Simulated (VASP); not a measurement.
# In (Im-3m) in VASP: a series of runs

The runs below take In through single point, with r2SCAN.

Everything below comes from runs of VASP 6.6.1. Logs are shortened: lines on timing, memory, paths and dates and some standing lists are left out, and cuts for length are marked.

## Step 1: The cell of the first run

It takes space group Im-3m (No. 229, cubic). Conventional cell: a = 3.764 Å, b = 3.764 Å, c = 3.764 Å, α = 90.00°, β = 90.00°, γ = 90.00°. Within 4.3 Å of In (site symmetry m-3m) lie 14 In at 3.26 to 3.76 Å.

## Step 2: Single point, r2SCAN

POSCAR reads:

```
In
1.0
   -1.8821514369      1.8821514369      1.8821514369
    1.8821514369     -1.8821514369      1.8821514369
    1.8821514369      1.8821514369     -1.8821514369
In
1
Direct
    0.0000000000      0.0000000000      0.0000000000
```

INCAR.step1 reads:

```
SYSTEM = In
PREC     = Accurate       ! precision mode
ENCUT    = 550            ! plane-wave cutoff, eV
ISMEAR   = -1             ! smearing method
SIGMA    = 0.1            ! smearing width, eV
LREAL    = .False.        ! projectors in reciprocal space
LASPH    = .True.         ! aspherical terms in the spheres
NELM     = 120            ! most SCF steps
NBANDS   = 12             ! bands
GGA      = PE             ! functional
ALGO     = Normal         ! electronic algorithm
EDIFF    = 1E-5           ! SCF threshold, eV
LWAVE    = .True.         ! write WAVECAR
LCHARG   = .False.        ! write CHGCAR
GGA_COMPAT= .False.
```

INCAR.step2 reads:

```
SYSTEM = In
PREC     = Accurate       ! precision mode
ENCUT    = 550            ! plane-wave cutoff, eV
EDIFF    = 1E-6           ! SCF threshold, eV
ISMEAR   = -1             ! smearing method
SIGMA    = 0.1            ! smearing width, eV
LREAL    = .False.        ! projectors in reciprocal space
LASPH    = .True.         ! aspherical terms in the spheres
NELM     = 120            ! most SCF steps
ALGO     = Normal         ! electronic algorithm
ISIF     = 2              ! what is computed and relaxed
LWAVE    = .False.        ! write WAVECAR
LCHARG   = .True.         ! write CHGCAR
METAGGA  = R2SCAN         ! meta-GGA
LMIXTAU  = .True.       
LELF     = .True.         ! ELF
LVHAR    = .True.       
NBANDS   = 12             ! bands
ISTART   = 1            
GGA_COMPAT= .False.
```

KPOINTS reads:

```
regular mesh
0
Gamma
  12 12 12
  0 0 0
```

Potentials or basis: VASP PAW PBE potentials, release 64 (In_d).

Command:

```console
cat potpaw_PBE.64/In_d/POTCAR > POTCAR
cp INCAR.step1 INCAR
mpirun -np 1 vasp_std > vasp.out
cp INCAR.step2 INCAR
mpirun -np 1 vasp_std > vasp.out
```

OUTCAR:

```text
SYSTEM = In
   PREC = Accurate
   ENCUT = 550
   EDIFF = 1E-6
   ISMEAR = -1
   LREAL = .False.
   LASPH = .True.
   NELM = 120
   ISIF = 2
   METAGGA = R2SCAN
   ISTART = 1

 ion  position               nearest neighbor table
   1  0.000  0.000  0.000-

  LATTYP: Found a body centered cubic cell.
 ALAT       =     3.7643028738

  Lattice vectors:

 A1 = (  -1.8821514369,   1.8821514369,   1.8821514369)
 A2 = (   1.8821514369,  -1.8821514369,   1.8821514369)
 A3 = (   1.8821514369,   1.8821514369,  -1.8821514369)

Analysis of symmetry for initial positions (statically):
=====================================================================
 Subroutine PRICEL returns:
 Original cell was already a primitive cell.

 Routine SETGRP: Setting up the symmetry group for a
 body centered cubic supercell.

 Subroutine GETGRP returns: Found 48 space group operations
 (whereof 48 operations were pure point group operations)
 out of a pool of 48 trial point group operations.

The static configuration has the point symmetry O_h .

Analysis of symmetry for dynamics (positions and initial velocities):
=====================================================================
 Subroutine PRICEL returns:
 Original cell was already a primitive cell.

 Routine SETGRP: Setting up the symmetry group for a
 body centered cubic supercell.

 Subroutine GETGRP returns: Found 48 space group operations
 (whereof 48 operations were pure point group operations)
 out of a pool of 48 trial point group operations.

The dynamic configuration has the point symmetry O_h .

 Subroutine INISYM returns: Found 48 space group operations
 (whereof 48 operations are pure point group operations),
 and found     1 'primitive' translations

----------------------------------------------------------------------------------------

                                     Primitive cell

  volume of cell :      26.6700

  direct lattice vectors                    reciprocal lattice vectors
    -1.882151437  1.882151437  1.882151437     0.000000000  0.265653438  0.265653438
     1.882151437 -1.882151437  1.882151437     0.265653438  0.000000000  0.265653438
     1.882151437  1.882151437 -1.882151437     0.265653438  0.265653438  0.000000000

  length of vectors
     3.259981916  3.259981916  3.259981916     0.375690695  0.375690695  0.375690695

  position of ions in fractional coordinates (direct lattice)
     0.000000000  0.000000000  0.000000000

  ion indices of the primitive-cell ions
   primitive index   ion index
                 1           1

----------------------------------------------------------------------------------------

 KPOINTS: regular mesh

Automatic generation of k-mesh.
 Grid dimensions read from file:
 generate k-points for:   12   12   12

 Generating k-lattice:

  Cartesian coordinates                     Fractional coordinates (reciprocal lattice)
     0.000000000  0.022137786  0.022137786     0.083333333  0.000000000  0.000000000
     0.022137786  0.000000000  0.022137786     0.000000000  0.083333333  0.000000000
     0.022137786  0.022137786  0.000000000     0.000000000  0.000000000  0.083333333

  Length of vectors
     0.031307558  0.031307558  0.031307558

  Shift w.r.t. Gamma in fractional coordinates (k-lattice)
     0.000000000  0.000000000  0.000000000

 Subroutine IBZKPT returns following result:
 ===========================================

 Found     72 irreducible k-points:

 Following reciprocal coordinates:
            Coordinates               Weight
  0.000000  0.000000  0.000000      1.000000
  0.083333  0.000000  0.000000     12.000000
  0.166667  0.000000  0.000000     12.000000
  0.250000  0.000000  0.000000     12.000000
  0.333333  0.000000  0.000000     12.000000
  0.416667  0.000000  0.000000     12.000000
[... 16 lines left out ...]
  0.333333  0.083333  0.083333     24.000000
  0.416667  0.083333  0.083333     12.000000
 [... further k-points ...]
   k-points           NKPTS =     72   k-points in BZ     NKDIM =     72   number of bands    NBANDS=     12
   number of dos      NEDOS =    301   number of ions     NIONS =      1
   total plane-waves  NPLWV =  21952
   dimension x,y,z NGX =    28 NGY =   28 NGZ =   28
   dimension x,y,z NGXF=    56 NGYF=   56 NGZF=   56
   ions per type =               1
   NGX,Y,Z   is equivalent  to a cutoff of  14.28, 14.28, 14.28 a.u.
   NGXF,Y,Z  is equivalent  to a cutoff of  28.56, 28.56, 28.56 a.u.
 SYSTEM =  In
   PREC   = accura    normal or accurate (medium, high low for compatibility)
   ISTART =      1    job   : 0-new  1-cont  2-samecut
   ICHARG =      0    charge: 1-file 2-atom 10-const
   ISPIN  =      1    spin polarized calculation?
   LNONCOLLINEAR =      F non collinear calculations
   LSORBIT =      F    spin-orbit coupling
   LASPH  =      T    aspherical Exc in radial PAW
   ENCUT  =  550.0 eV  40.42 Ry    6.36 a.u.   6.23  6.23  6.23*2*pi/ulx,y,z
   NELM   =    120;   NELMIN=  2; NELMDL=  0     # of ELM steps
   EDIFF  = 0.1E-05   stopping-criterion for ELM
   LREAL  =      F    real-space projection
   EDIFFG = 0.1E-04   stopping-criterion for IOM
   NSW    =      0    number of steps for IOM
   IBRION =     -1    ionic relax: 0-MD 1-quasi-New 2-CG
   NFREE  =      0    steps in history (QN), initial steepest desc. (CG)
   ISIF   =      2    stress and relaxation
   ISYM   =      2    0-nonsym 1-usesym 2-fastsym
   POTIM  = 0.5000    time-step for ionic-motion
   TEBEG  =    0.0;   TEEND  =   0.0 temperature during run
   PSTRESS=    0.0 pullay stress
   NELECT =      13.0000    total number of electrons
   NUPDOWN=      -1.0000    fix difference up-down
   EMIN   =  10.00;   EMAX   =-10.00  energy-range for DOS
   EFERMI =   0.00;   METHOD = LEGACY
   ISMEAR =    -1;   SIGMA  =   0.10  broadening in eV -4-tet -1-fermi 0-gaus
   EFERMI_NEDOS =   21; number of points for ismear=-14 and -15
   IALGO  =     38    algorithm
   IMIX   =      4    mixing-type and parameters
     AMIX     =   0.40;   BMIX     =  1.00
     AMIX_MAG =   1.60;   BMIX_MAG =  1.00
  volume/ion in A,a.u.               =      26.67       179.98
  Fermi-wavevector in a.u.,A,eV,Ry     =   1.288392  2.434708 22.585048  1.659954
  Thomas-Fermi vector in A             =   2.420349
   LORBIT       =      0    0 simple, 1 ext, 2 COOP (PROOUT), +10 PAW based schemes
   METAGGA = R2SCAN    functional components
   LHFCALC =     F    Hartree Fock is set to
   AEXX    =    0.0000 exact exchange contribution
   IVDW    =     0    specifies the selected vdW correction
   LEPSILON=     F    determine dielectric tensor
   LRPA    =     F    only Hartree local field effects (RPA)
 non-spin polarized calculation
  energy-cutoff  :      550.00
  volume of cell :       26.67
 maximum number of plane-waves:       798
 NGX is ok and might be reduce to    28
   NGX = 13   NGY = 13   NGZ = 13

 number of electron      12.9999996 magnetization

 Free energy of the ion-electron system (eV)
  ---------------------------------------------------
  ext. energy  EPLUGINS =         0.00000000
  ---------------------------------------------------
  free energy    TOTEN  =       -22.55450058 eV

  energy without entropy =      -22.53898861  energy(sigma->0) =      -22.54674460

 E-fermi :   7.2821     XC(G=0): -10.9719

 val. band max:        7.2766671397   @ k =  -0.4167   0.4167   0.2500
 cond. band min:       7.3903997903   @ k =   0.2500   0.2500   0.2500
 fundamental gap:      0.1137326506
 Fermi energy:         7.2821367290

 k-point     1 :       0.0000    0.0000    0.0000
  band No.  band energies     occupation
      1      -7.9896      2.00000
      2      -7.9896      2.00000
      3      -7.9896      2.00000
      4      -7.7060      2.00000
      5      -7.7060      2.00000
      6      -2.6162      2.00000
      7      18.7981      0.00000
      8      18.7981      0.00000
      9      18.7981      0.00000
     10      20.9889      0.00000
     11      20.9890      0.00000
     12      20.9890      0.00000

 k-point     2 :       0.0833    0.0000    0.0000
  band No.  band energies     occupation
      1      -7.9972      2.00000
      2      -7.9826      2.00000
      3      -7.9605      2.00000
      4      -7.7141      2.00000
      5      -7.7064      2.00000
      6      -2.4491      2.00000
      7      17.1594      0.00000
      8      17.9966      0.00000
      9      18.4201      0.00000
     10      20.0418      0.00000
     11      20.3095      0.00000
     12      20.8331      0.00000

 k-point     3 :       0.1667    0.0000    0.0000
  band No.  band energies     occupation
      1      -8.0181      2.00000
      2      -7.9692      2.00000
      3      -7.8800      2.00000
      4      -7.7327      2.00000
      5      -7.7075      2.00000
      6      -1.9430      2.00000
      7      14.1604      0.00000
      8      16.5872      0.00000
      9      17.4735      0.00000
     10      19.2579      0.00000
     11      19.3822      0.00000
     12      21.1270      0.00000
[... 286 lines left out ...]
 k-point    23 :       0.3333    0.0833    0.0833
  band No.  band energies     occupation
      1      -8.0752      2.00000
      2      -7.9897      2.00000
      3      -7.7257      2.00000
      4      -7.7103      2.00000
      5      -7.6123      2.00000
      6       1.9938      2.00000
      7       6.1626      1.99997
      8      11.5860      0.00000
      9      12.8202      0.00000
     10      20.5990      0.00000
     11      20.6005      0.00000
     12      24.9189      0.00000

 k-point    24 :       0.4167    0.0833    0.0833
  band No.  band energies     occupation
      1      -8.0813      2.00000
      2      -7.9939      2.00000
      3      -7.7194      2.00000
      4      -7.7098      2.00000
      5      -7.5929      2.00000
      6       3.4848      2.00000
      7       4.3649      2.00000
      8      11.3819      0.00000
      9      12.6651      0.00000
     10      20.4785      0.00000
     11      20.5010      0.00000
     12      25.8215      0.00000

 [... further k-points ...]

------------------------ aborting loop because EDIFF is reached ----------------------------------------

  FORCE on cell =-STRESS in cart. coord.  units (eV):
  Direction    XX          YY          ZZ          XY          YZ          ZX
  --------------------------------------------------------------------------------------
  -------------------------------------------------------------------------------------
  Total        0.0065926      0.0065926      0.0065926      0.0000000      0.0000000      0.0000000
  in kB        0.3960424      0.3960424      0.3960424      0.0000000      0.0000000      0.0000000
  external PRESSURE =       0.3960424 kB  Pullay stress =       0.0000000 kB

 VOLUME and BASIS-vectors are now :
 -----------------------------------------------------------------------------
  energy-cutoff  :      550.00
  volume of cell :       26.67
      direct lattice vectors                 reciprocal lattice vectors
    -1.882151437  1.882151437  1.882151437     0.000000000  0.265653438  0.265653438
     1.882151437 -1.882151437  1.882151437     0.265653438  0.000000000  0.265653438
     1.882151437  1.882151437 -1.882151437     0.265653438  0.265653438  0.000000000

 POSITION                                       TOTAL-FORCE (eV/Angst)
 -----------------------------------------------------------------------------------
      0.00000      0.00000      0.00000         0.000000     -0.000000      0.000000
 -----------------------------------------------------------------------------------
    total drift:                                0.000000     -0.000000      0.000000

  FREE ENERGIE OF THE ION-ELECTRON SYSTEM (eV)
  ---------------------------------------------------
  free  energy   TOTEN  =       -22.5545005815 eV

  energy  without entropy=      -22.5389886097  energy(sigma->0) =      -22.54674460
```

It took 2 min on 1 thread of AMD EPYC 9R45 (Zen 5), shared host; peak memory 0.14 GiB.

Results:

```yaml
Free_energy: -22.5545 eV
Pressure: 0.0 GPa
```

Caveat: the PAW data sets were made with another functional, which shifts forces and pressure a little; spin-orbit coupling is left out, which moves the levels of the heavy elements.

[end of part 1 of 3]
